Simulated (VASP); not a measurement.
Wanted: the native input for a VASP 6.6.1 run.

| Item | Value |
| --- | --- |
| Task | single point |
| Functional | PBE |
| Potentials or basis | VASP PAW PBE potentials, release 64 (Zn, Sn_d, N) |
| Cutoff | 520 eV |
| k mesh | 8 × 8 × 8 |
| Occupations | gaussian, width 0.1 eV |
| Spin | no spin polarisation |
| Dipole correction | no |
| Further INCAR settings | ALGO = Normal; EDIFF = 1e-07; NBANDS = 60 |

The structure of Zn2Sn5N lies in POSCAR:

```
Zn2Sn5N
1.0
   -2.8592892478      2.8592892478      5.8526089940
    2.8592892478     -2.8592892478      5.8526089940
    2.8592892478      2.8592892478     -5.8526089940
Zn Sn N
2 5 1
Direct
    0.5000000000      0.0000000000      0.5000000000
    0.0000000000      0.5000000000      0.5000000000
    0.1727816676      0.1727816676      0.0000000000
    0.8272183324      0.8272183324      0.0000000000
    0.7500000000      0.2500000000      0.5000000000
    0.2500000000      0.7500000000      0.5000000000
    0.5000000000      0.5000000000      0.0000000000
    0.0000000000      0.0000000000      0.0000000000
```

The cell was built from a structure type or drawn by symmetry, and may not be a known phase.

These files were run (other wordings do the same):

INCAR

```
  ALGO = Normal
  EDIFF = 1E-7
  ENCUT = 520
  GGA = PE
  ISIF = 2
  ISMEAR = 0
  LASPH = T
  LCHARG = F
  LREAL = F
  LWAVE = F
  NBANDS = 60
  NELM = 80
  PREC = Accurate
  SIGMA = 0.1
```

KPOINTS

```
k-points
0
Gamma
  8 8 8
```

Potentials or basis: VASP PAW PBE potentials, release 64 (Zn, Sn_d, N).

Command:

```console
$ cat potpaw_PBE.64/Zn/POTCAR potpaw_PBE.64/Sn_d/POTCAR potpaw_PBE.64/N/POTCAR > POTCAR
$ mpirun -np 1 vasp_std > vasp.out
```

Results of the run:

```yaml
Pressure: 0.0 GPa
Largest_force: 0.006 eV/Å
Band_gap_on_the_k_mesh: zero (an odd number of electrons rules out a gap without spin polarisation)
```

Caveat: spin-orbit coupling is left out, which moves the levels of the heavy elements.

It took 32 min on 1 thread of Intel Xeon 8259CL (shared host), peak memory 0.77 GiB.
